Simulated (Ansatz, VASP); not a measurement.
Two plane-wave programs on Mo3H

```
CELL_PARAMETERS angstrom
3.04390 0.00000 0.00000
-1.52195 2.63610 0.00000
0.00000 0.00000 6.68209
ATOMIC_POSITIONS crystal
H 0.00000 0.00000 0.50000
Mo 0.33333 0.66667 0.50000
Mo 0.00000 0.00000 0.82705
Mo 0.00000 0.00000 0.17295
```

Alike in both runs: functional PBE; k mesh 7 × 7 × 3; occupations gaussian, width 0.2 eV; no spin polarisation.

Ansatz relaxed the structure, and its values are those at the end. VASP's run is a single point on that final structure, the one shown.

|  | VASP | Ansatz |
| --- | --- | --- |
| version | VASP 6.6.1 | Ansatz 0.2.0 |
| potentials or method | VASP PAW PBE potentials, release 64 (H, Mo_sv), cutoff 520 eV | scalar-relativistic, plane waves, PAW |
| valence electrons in the cell | 43 | 43 |

```csv
,VASP,Ansatz,Ansatz less VASP
gap on the k mesh at the Fermi level (eV),none,none,-
pressure (GPa),0.6,0.1,-0.51
rms of the force components (eV/Å),0.045,0.004,-0.0412
```

A gap of «none» marks a metal or a gap that the smearing closes.
